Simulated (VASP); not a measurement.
Input of a VASP 6.6.1 run:

File POSCAR:

```
InSe
1.0
    4.0373265269      0.0000000000      0.0000000000
   -2.0186632634      3.4964273356      0.0000000000
    0.0000000000      0.0000000000     34.5200000026
Se In
2 2
Direct
    0.6666666667      0.3333333333      0.2034061347
    0.6666666667      0.3333333333      0.3574281642
    0.3333333333      0.6666666667      0.2399662396
    0.3333333333      0.6666666667      0.3208680593
```

The input INCAR.step1:

```
SYSTEM = InSe
PREC = Accurate
ENCUT = 440
ISMEAR = 0
SIGMA = 0.03
LREAL = .FALSE.
LASPH = .TRUE.
NELM = 120
LDIPOL = .TRUE.
IDIPOL = 3
DIPOL = 0.5 0.5 0.280
NBANDS = 27
GGA = PE
ALGO = Normal
EDIFF = 1E-5
LWAVE = .TRUE.
LCHARG = .FALSE.
GGA_COMPAT = .FALSE.
NELMDL = -8
```

Contents of INCAR.step2:

```
SYSTEM = InSe
PREC = Accurate
ENCUT = 440
EDIFF = 1E-6
ISMEAR = 0
SIGMA = 0.03
LREAL = .FALSE.
LASPH = .TRUE.
NELM = 120
ALGO = Normal
ISIF = 2
LWAVE = .FALSE.
LCHARG = .FALSE.
LDIPOL = .TRUE.
IDIPOL = 3
DIPOL = 0.5 0.5 0.280
METAGGA = R2SCAN
LMIXTAU = .TRUE.
NBANDS = 27
ISTART = 1
GGA_COMPAT = .FALSE.
```

File KPOINTS:

```
regular mesh
0
G
  12 12 1
  0 0 0
```

Potentials or basis: VASP PAW PBE potentials, release 64 (Se, In_d).

Launch:

```console
$ cat potpaw_PBE.64/Se/POTCAR potpaw_PBE.64/In_d/POTCAR > POTCAR
$ cp INCAR.step1 INCAR
$ mpirun -np 1 vasp_std > vasp.out
$ cp INCAR.step2 INCAR
$ mpirun -np 1 vasp_std > vasp.out
```

Question: What does it give for the band gap on the k mesh?

Answer: 1.93 eV (least direct gap 1.99 eV).

Question: Estimate the largest force.

Answer: 0.019 eV/Å.

Forces on the atoms (eV/Å):
```
Se   0.000  0.000 -0.019
Se   0.000  0.000  0.019
In   0.000  0.000 -0.008
In   0.000  0.000  0.008
```

Caveat: the PAW data sets were made with another functional, which shifts forces and pressure a little; spin-orbit coupling is left out, which moves the levels of the heavy elements.
